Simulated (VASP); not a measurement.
Crystal: Au.

```xyz
1
Lattice="2.8412 0.0000 0.0000 -1.4206 2.4606 0.0000 0.0000 0.0000 2.6707" Properties=species:S:1:pos:R:3 pbc="T T T"
Au    0.0000    0.0000    0.0000
```

| Property | Result |
| --- | --- |
| Program | VASP 6.6.1 |
| Task | relaxation of cell and atoms |
| Functional | PBE |
| Potentials or basis | VASP PAW PBE potentials, release 64 (Au) |
| Cutoff | 600 eV |
| k mesh | 15 × 15 × 14 |
| Occupations | fermi-dirac, width 0.08 eV |
| Spin | no spin polarisation |

At the start: pressure 4.8 GPa; volume 18.67 Å³/atom.

Task: How do energy, volume and symmetry change on relaxing?

Result: Over 8 steps the energy falls by 34.4 meV/atom and the volume is 19.32 Å³/atom (+3.5 %); space group P6/mmm (No. 191, to 0.05 Å).

Step by step:
| step | energy change (eV) | largest force (eV/Å) | pressure (GPa) | volume (Å³) |
| --- | --- | --- | --- | --- |
| 1 | 0.0000 | 0.0000 | 4.76 | 18.67 |
| 2 | -0.0207 | 0.0000 | -4.16 | 20.17 |
| 3 | -0.0326 | 0.0000 | -1.36 | 19.52 |
| 4 | -0.0336 | 0.0000 | 1.12 | 19.16 |
| 5 | -0.0344 | 0.0000 | 0.12 | 19.30 |
| 6 | -0.0344 | 0.0000 | 0.08 | 19.30 |
| 7 | -0.0344 | 0.0000 | -0.04 | 19.33 |
| 8 | -0.0344 | 0.0000 | -0.02 | 19.32 |

Final structure:
```
Au
1.0
     2.82295    0.00000    0.00000
    -1.41147    2.44474    0.00000
     0.00000    0.00000    2.80010
Au
1
Cartesian
  0.0000 0.0000 0.0000
```
